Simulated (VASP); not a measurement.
# Sn2HO2 in VASP: notebook

Sn2HO2 is run at these levels: PBE+D3(BJ); tasks: single point.

Everything below comes from runs of VASP 6.6.1. Logs are shortened: lines on timing, memory, paths and dates and some standing lists are left out, and cuts for length are marked.

## Step 1: The cell of the first run

The cell holds a slab with vacuum, 5 atoms: a = 3.820 Å, b = 3.820 Å, c = 17.863 Å, α = 90.00°, β = 90.00°, γ = 90.00°.

## Step 2: Single point, PBE+D3(BJ), collinear spin

INCAR reads:

```
SYSTEM = Sn2HO2
PREC     = Accurate       ! precision mode
ENCUT    = 520            ! plane-wave cutoff, eV
EDIFF    = 1E-6           ! SCF threshold, eV
ISMEAR   = 0              ! smearing method
SIGMA    = 0.05           ! smearing width, eV
LREAL    = .False.        ! projectors in reciprocal space
LASPH    = .True.         ! aspherical terms in the spheres
NELM     = 150            ! most SCF steps
ALGO     = Normal         ! electronic algorithm
ISIF     = 2              ! what is computed and relaxed
LWAVE    = .False.        ! write WAVECAR
LCHARG   = .False.        ! write CHGCAR
ISPIN    = 2              ! spin polarisation
MAGMOM   = 0 0 0 0 1      ! initial moments
LORBIT   = 11             ! projections on sites
LDIPOL   = .True.       
IDIPOL   = 3            
DIPOL    = 0.5 0.5 0.315
GGA      = PE             ! functional
IVDW     = 12             ! dispersion correction
NBANDS   = 32             ! bands
```

KPOINTS reads:

```
regular mesh
0
Gamma
  7 7 1
  0 0 0
```

POSCAR reads:

```
Sn2HO2
1.0
    3.8201526293      0.0003049820      0.0000000000
   -0.0003049820      3.8201526293      0.0000000000
    0.0000000000      0.0000000000     17.8630377374
Sn O H
2 2 1
Direct
    0.9999452828      0.9999456088      0.2239260790
    0.4999452828      0.4999456088      0.3562125228
    0.9999460977      0.4999456088      0.2900693009
    0.4999460977      0.9999456088      0.2900693009
    0.7499452828      0.9999456088      0.4150270880
```

Potentials or basis: VASP PAW PBE potentials, release 64 (Sn_d, O, H).

Started as:

```
$ cat potpaw_PBE.64/Sn_d/POTCAR potpaw_PBE.64/O/POTCAR potpaw_PBE.64/H/POTCAR > POTCAR
$ mpirun -np 1 vasp_std > vasp.out
```

OUTCAR:

```text
SYSTEM = Sn2HO2
   PREC = Accurate
   ENCUT = 520
   EDIFF = 1E-6
   ISMEAR = 0
   LREAL = .False.
   LASPH = .True.
   NELM = 150
   ISIF = 2
   ISPIN = 2
   LORBIT = 11
   GGA = PE
   IVDW = 12
 IVDW          = 12

 ion  position               nearest neighbor table
   1  1.000  1.000  0.224-   4 2.25   3 2.25   3 2.25   4 2.25   2 3.59   2 3.59   2 3.59   2 3.59

   2  0.500  0.500  0.356-   3 2.25   4 2.25   4 2.25   3 2.25   1 3.59   1 3.59   1 3.59   1 3.59

   3  1.000  0.500  0.290-   2 2.25   1 2.25   1 2.25   2 2.25
   4  0.500  1.000  0.290-   1 2.25   2 2.25   2 2.25   1 2.25
   5  0.750  1.000  0.415-

  LATTYP: Found a simple tetragonal cell.
 ALAT       =     3.8201526415
 C/A-ratio  =     4.6760010434

  Lattice vectors:

 A1 = (   3.8201526293,   0.0003049820,   0.0000000000)
 A2 = (  -0.0003049820,   3.8201526293,   0.0000000000)
 A3 = (   0.0000000000,   0.0000000000,  17.8630377374)

Analysis of symmetry for initial positions (statically):
=====================================================================
 Subroutine PRICEL returns:
 Original cell was already a primitive cell.

 Routine SETGRP: Setting up the symmetry group for a
 simple tetragonal supercell.

 Subroutine GETGRP returns: Found  2 space group operations
 (whereof  1 operations were pure point group operations)
 out of a pool of 16 trial point group operations.

The static configuration has the point symmetry C_1 .
 The point group associated with its full space group is C_1h.

Analysis of symmetry for dynamics (positions and initial velocities):
=====================================================================
 Subroutine PRICEL returns:
 Original cell was already a primitive cell.

 Routine SETGRP: Setting up the symmetry group for a
 simple tetragonal supercell.

 Subroutine GETGRP returns: Found  2 space group operations
 (whereof  1 operations were pure point group operations)
 out of a pool of 16 trial point group operations.

The dynamic configuration has the point symmetry C_1 .
 The point group associated with its full space group is C_1h.

Analysis of structural, dynamic, and magnetic symmetry:
=====================================================================
 Subroutine PRICEL returns:
 Original cell was already a primitive cell.

 Routine SETGRP: Setting up the symmetry group for a
 simple tetragonal supercell.

 Subroutine GETGRP returns: Found  2 space group operations
 (whereof  1 operations were pure point group operations)
[... 137 lines left out ...]

 dipolmoment           0.000000      0.000000     -0.015378 electrons x Angstroem

 number of electron      40.9999984 magnetization       0.0985487

 dipolmoment           0.000000      0.000000      0.066697 electrons x Angstroem

 Free energy of the ion-electron system (eV)
  ---------------------------------------------------
  ext. energy  EPLUGINS =         0.00000000
  ---------------------------------------------------
  free energy    TOTEN  =       -24.26696973 eV

  energy without entropy =      -24.26526561  energy(sigma->0) =      -24.26611767

 E-fermi :  -1.6806     XC(G=0):  -3.6705

 val. band max:       -1.6926502339   @ k =   0.0000   0.2857   0.0000
 cond. band min:      -1.6277579520   @ k =  -0.1429   0.2857   0.0000
 fundamental gap:      0.0648922819
 Fermi energy:        -1.6805517458

 spin component 1

 k-point     1 :       0.0000    0.0000    0.0000
  band No.  band energies     occupation
      1     -23.2782      1.00000
      2     -23.0041      1.00000
      3     -22.9626      1.00000
      4     -22.9616      1.00000
      5     -22.9154      1.00000
      6     -22.8666      1.00000
[... 549 lines left out ...]
     31       7.0841      0.00000
     32       7.3647      0.00000
 Fermi energy:        -1.6805517458

 spin component 2

 k-point     1 :       0.0000    0.0000    0.0000
  band No.  band energies     occupation
      1     -23.2727      1.00000
      2     -22.9966      1.00000
      3     -22.9555      1.00000
      4     -22.9544      1.00000
      5     -22.9089      1.00000
      6     -22.8646      1.00000
[... 549 lines left out ...]
     31       7.0946      0.00000
     32       7.3684      0.00000

------------------------ aborting loop because EDIFF is reached ----------------------------------------

 vacuum level on the upper side and lower side of the slab       (xc-potential included)         0.400        -0.404

 Edisp (eV)   -0.64429

 E8    (eV) :    -0.2783

  FORCE on cell =-STRESS in cart. coord.  units (eV):
  Direction    XX          YY          ZZ          XY          YZ          ZX
  --------------------------------------------------------------------------------------
  -------------------------------------------------------------------------------------
  Total      -1.71697    -2.82925     0.67217     0.00009    -0.00002    -0.20480
  in kB     -10.55253   -17.38861     4.13116     0.00055    -0.00010    -1.25868
  external pressure =       -7.94 kB  Pullay stress =        0.00 kB

 VOLUME and BASIS-vectors are now :
 -----------------------------------------------------------------------------
  energy-cutoff  :      520.00
  volume of cell :      260.69
      direct lattice vectors                 reciprocal lattice vectors
     3.820152629  0.000304982  0.000000000     0.261769644  0.000020898  0.000000000
    -0.000304982  3.820152629  0.000000000    -0.000020898  0.261769644  0.000000000
     0.000000000  0.000000000 17.863037737     0.000000000  0.000000000  0.055981520

 POSITION                                       TOTAL-FORCE (eV/Angst)
 -----------------------------------------------------------------------------------
      3.81964      3.82025      4.00000         0.051993      0.000004      0.028453
      1.90971      1.91002      6.36304         0.867594      0.000069      0.645831
      3.81979      1.91017      5.18152         0.067478      0.000005      0.187927
      1.90957      3.82010      5.18152        -0.463555     -0.000037     -0.872460
      2.86460      3.82017      7.41364        -0.523510     -0.000042      0.010250
 -----------------------------------------------------------------------------------
    total drift:                               -0.000017     -0.000000      0.001145

  FREE ENERGIE OF THE ION-ELECTRON SYSTEM (eV)
  ---------------------------------------------------
  free  energy   TOTEN  =       -24.9112643920 eV

  energy  without entropy=      -24.9095602734  energy(sigma->0) =      -24.91041233

 vacuum level on the upper side and lower side of the slab         3.597         2.768

 total charge

# of ion       s       p       d       tot
------------------------------------------
    1        1.278   0.767  10.054  12.099
    2        1.169   0.771  10.077  12.017
    3        1.578   3.416   0.000   4.993
    4        1.578   3.427   0.000   5.005
    5        0.434   0.003   0.000   0.437
--------------------------------------------------
tot          6.037   8.384  20.131  34.552

 magnetization (x)

# of ion       s       p       d       tot
------------------------------------------
    1       -0.000  -0.001   0.000  -0.001
    2        0.016   0.005   0.002   0.023
    3        0.000   0.006   0.000   0.006
    4        0.000   0.009   0.000   0.009
    5        0.021   0.000   0.000   0.021
--------------------------------------------------
tot          0.038   0.019   0.002   0.059
```

stdout:

```text
POSCAR found type information on POSCAR SnO H
 POSCAR found :  3 types and       5 ions
 scaLAPACK will be used
 LDA part: xc-table for (Slater+PW92), standard interpolation
 POSCAR, INCAR and KPOINTS ok, starting setup
 FFT: planning ... GRIDC
 FFT: planning ... GRID_SOFT
 FFT: planning ... GRID
 WAVECAR not read
 entering main loop
```

It took 4.4 min on 1 thread of AMD EPYC 9R45 (Zen 5), shared host; peak memory 0.48 GiB.

What came out:

| Item | Value |
| --- | --- |
| Free energy | -24.9113 eV |
| Largest force | 1.082 eV/Å |
| Net moment | 0.10 μB per cell |
| Site moments | Sn -0.00, +0.02; O +0.01; H +0.02 μB |
| Valence electrons inside the program's atomic spheres | Sn 12.10, 12.02; O 4.99, 5.00; H 0.44 |
| Dispersion energy per atom | -0.129 eV |

Forces on the atoms (eV/Å):
```
Sn   0.052  0.000  0.028
Sn   0.868  0.000  0.646
O    0.067  0.000  0.188
O   -0.464  0.000 -0.872
H   -0.524  0.000  0.010
```

Levels at points of the mesh, in eV from the Fermi level:
Spin up:
| k point | band 16 | band 17 | band 18 | band 19 | band 20 | band 21 | band 22 | band 23 | band 24 | band 25 |
| --- | --- | --- | --- | --- | --- | --- | --- | --- | --- | --- |
| (0.00, 0.00, 0.00) | -5.11 | -3.04 | -2.61 | -2.61 | -1.54 | 0.73 | 2.23 | 3.51 | 4.44 | 4.58 |
Spin down:
```csv
k point,band 18,band 19,band 20,band 21,band 22,band 23
"(0.00, 0.00, 0.00)",-2.61,-2.59,-1.50,0.80,2.23,3.57
```

Caveat: spin-orbit coupling is left out, which moves the levels of the heavy elements.

## Step 3: Single point, PBE+D3(BJ), collinear spin

INCAR reads:

```
SYSTEM = Sn2HO2
ALGO     = Normal         ! electronic algorithm
DIPOL    = 0.5 0.5 0.324
EDIFF    = 1E-6           ! SCF threshold, eV
ENCUT    = 520            ! plane-wave cutoff, eV
GGA      = PE             ! functional
IDIPOL   = 3            
ISIF     = 2              ! what is computed and relaxed
ISMEAR   = 0              ! smearing method
ISPIN    = 2              ! spin polarisation
IVDW     = 12             ! dispersion correction
LASPH    = .True.         ! aspherical terms in the spheres
LCHARG   = .True.         ! write CHGCAR
LDIPOL   = .True.       
LELF     = .True.         ! ELF
LORBIT   = 11             ! projections on sites
LREAL    = .False.        ! projectors in reciprocal space
LVACPOTAV= .True.       
LVHAR    = .True.       
LWAVE    = .False.        ! write WAVECAR
MAGMOM   = 0 0 0 0 1      ! initial moments
NBANDS   = 32             ! bands
NELM     = 150            ! most SCF steps
PREC     = Accurate       ! precision mode
SIGMA    = 0.05           ! smearing width, eV
```

KPOINTS reads:

```
k-points
0
Gamma
  7 7 1
  0 0 0
```

POSCAR reads:

```
Sn2HO2
1.0
    3.8201526293      0.0003049820      0.0000000000
   -0.0003049820      3.8201526293      0.0000000000
    0.0000000000      0.0000000000     17.8630377374
Sn O H
2 2 1
Direct
    0.9999456088      0.9999452828      0.2239260790
    0.4999456088      0.4999452828      0.3562125228
    0.9999456088      0.4999460977      0.2900693009
    0.4999456088      0.9999460977      0.2900693009
    0.4999456088      0.6249452828      0.4591535241
```

Potentials or basis: VASP PAW PBE potentials, release 64 (Sn_d, O, H).

Started as:

```
$ cat potpaw_PBE.64/Sn_d/POTCAR potpaw_PBE.64/O/POTCAR potpaw_PBE.64/H/POTCAR > POTCAR
$ mpirun -np 1 vasp_std > vasp.out
```

OUTCAR:

```text
SYSTEM = Sn2HO2
   EDIFF = 1E-6
   ENCUT = 520
   GGA = PE
   ISIF = 2
   ISMEAR = 0
   ISPIN = 2
   IVDW = 12
   LASPH = .True.
   LORBIT = 11
   LREAL = .False.
   NELM = 150
   PREC = Accurate
 IVDW          = 12

 ion  position               nearest neighbor table
   1  1.000  1.000  0.224-   3 2.25   4 2.25   4 2.25   3 2.25   2 3.59   2 3.59   2 3.59   2 3.59

   2  0.500  0.500  0.356-   5 1.90   4 2.25   3 2.25   3 2.25   4 2.25   1 3.59   1 3.59   1 3.59
                             1 3.59
   3  1.000  0.500  0.290-   1 2.25   2 2.25   2 2.25   1 2.25
   4  0.500  1.000  0.290-   2 2.25   1 2.25   1 2.25   2 2.25
   5  0.500  0.625  0.459-   2 1.90

[... 1357 lines left out ...]
 POSITION                                       TOTAL-FORCE (eV/Angst)
 -----------------------------------------------------------------------------------
      3.81964      3.82025      4.00000         0.000009     -0.108152     -0.215809
      1.90972      1.91002      6.36304        -0.000002      0.021921     -0.469475
      3.81979      1.91018      5.18152        -0.000022      0.274201      0.501837
      1.90956      3.82010      5.18152         0.000050     -0.623064      0.208646
      1.90968      2.38754      8.20188        -0.000035      0.435095     -0.025198
 -----------------------------------------------------------------------------------
    total drift:                               -0.000001     -0.000034      0.001392

  FREE ENERGIE OF THE ION-ELECTRON SYSTEM (eV)
  ---------------------------------------------------
  free  energy   TOTEN  =       -24.5412735281 eV

  energy  without entropy=      -24.5397271237  energy(sigma->0) =      -24.54050033

 vacuum level on the upper side and lower side of the slab         3.769         2.845

 total charge

# of ion       s       p       d       tot
------------------------------------------
    1        1.282   0.763  10.054  12.098
    2        1.192   0.849  10.082  12.124
    3        1.586   3.409   0.000   4.995
    4        1.587   3.410   0.000   4.997
    5        0.474   0.006   0.000   0.481
--------------------------------------------------
tot          6.122   8.438  20.136  34.695

 magnetization (x)

# of ion       s       p       d       tot
------------------------------------------
    1        0.003   0.013   0.002   0.018
    2        0.133   0.028   0.014   0.174
    3        0.007   0.058   0.000   0.065
    4        0.010   0.078   0.000   0.088
    5        0.123  -0.000   0.000   0.123
--------------------------------------------------
tot          0.277   0.178   0.016   0.470
```

OSZICAR:

```text
N       E                     dE             d eps       ncg     rms          rms(c)
DAV:   1     0.386416985640E+03    0.38642E+03   -0.19016E+04  2160   0.121E+03
DAV:   2     0.402476930489E+02   -0.34617E+03   -0.33044E+03  2216   0.332E+02
DAV:   3    -0.239587012260E+02   -0.64206E+02   -0.62752E+02  2624   0.148E+02
[... 20 lines left out ...]
DAV:  24    -0.239470148194E+02   -0.20866E-04   -0.28151E-06  1856   0.469E-03    0.673E-04
DAV:  25    -0.239470194654E+02   -0.46460E-05   -0.54185E-07  1912   0.287E-03    0.368E-04
DAV:  26    -0.239470213223E+02   -0.18569E-05   -0.30322E-07  1776   0.228E-03    0.304E-04
DAV:  27    -0.239470234223E+02   -0.21000E-05   -0.31227E-07  1736   0.231E-03    0.210E-04
DAV:  28    -0.239470245929E+02   -0.11705E-05   -0.22254E-07  1752   0.193E-03    0.136E-04
DAV:  29    -0.239470250689E+02   -0.47605E-06   -0.12064E-07  1792   0.152E-03
   1 F= -.24541274E+02 E0= -.24540500E+02  d E =-.154640E-02  mag=     0.7880
```

It took 4.9 min on 1 thread of AMD EPYC 9R45 (Zen 5), shared host; peak memory 0.48 GiB.

What came out:

```
Free energy                                           : -24.5413 eV
Largest force                                         : 0.657 eV/Å
Net moment                                            : 0.79 μB per cell
Site moments                                          : Sn +0.02, +0.17; O +0.07, +0.09; H +0.12 μB
Valence electrons inside the program's atomic spheres : Sn 12.10, 12.12; O 5.00; H 0.48
Dispersion energy per atom                            : -0.119 eV
```

Forces on the atoms (eV/Å):
```
Sn   0.000 -0.108 -0.216
Sn   0.000  0.022 -0.469
O    0.000  0.274  0.502
O    0.000 -0.623  0.209
H    0.000  0.435 -0.025
```

Caveat: spin-orbit coupling is left out, which moves the levels of the heavy elements.
